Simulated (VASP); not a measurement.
Here is a VASP 6.6.1 calculation.

The input INCAR:

```
SYSTEM = C
  ALGO = Normal
  EDIFF = 1E-6
  EDIFFG = -0.04
  ENCUT = 600
  GGA = PE
  IBRION = 2
  ISIF = 3
  ISMEAR = 0
  LASPH = .TRUE.
  LCHARG = .FALSE.
  LREAL = .FALSE.
  LWAVE = .FALSE.
  NELM = 80
  NSW = 90
  PREC = Accurate
  SIGMA = 0.1
```

KPOINTS

```
k-points
0
G
  8 6 6
  0 0 0
```

Contents of POSCAR:

```
C
1.0
    2.4644716800      0.0000000000      0.0000000000
    0.1824919100      2.9546525700      0.0000000000
    0.7063463000      1.1946170000      3.4145167800
C
6
Direct
    0.8716260200      0.9803190200      0.7543720000
    0.1283739800      0.0196809800      0.2456280000
    0.2805090000      0.2817679900      0.8184990300
    0.7935289700      0.5222669800      0.6717619900
    0.2064710300      0.4777330200      0.3282380100
    0.7194910000      0.7182320100      0.1815009700
```

Potentials or basis: VASP PAW PBE potentials, release 64 (C).

The run is started by

```bash
$ cat potpaw_PBE.64/C/POTCAR > POTCAR
$ mpirun -np 1 vasp_std > vasp.out
```

(1) Estimate the relaxed volume.

(2) Estimate the band gap on the k mesh.

(3) What does it give for the space group after relaxing (to 0.1 Å)?

Results:

(1) 6.26 Å³/atom.

(2) zero (bands 12 and 13 overlap by 6.47 eV).

(3) C2/m (No. 12).

Caveat: the k points lie up to 0.35 Å⁻¹ apart in the final cell, too coarse for converged energies and pressures of a metal; the volume moved by over 15 % at a fixed basis, so the end points are rough.
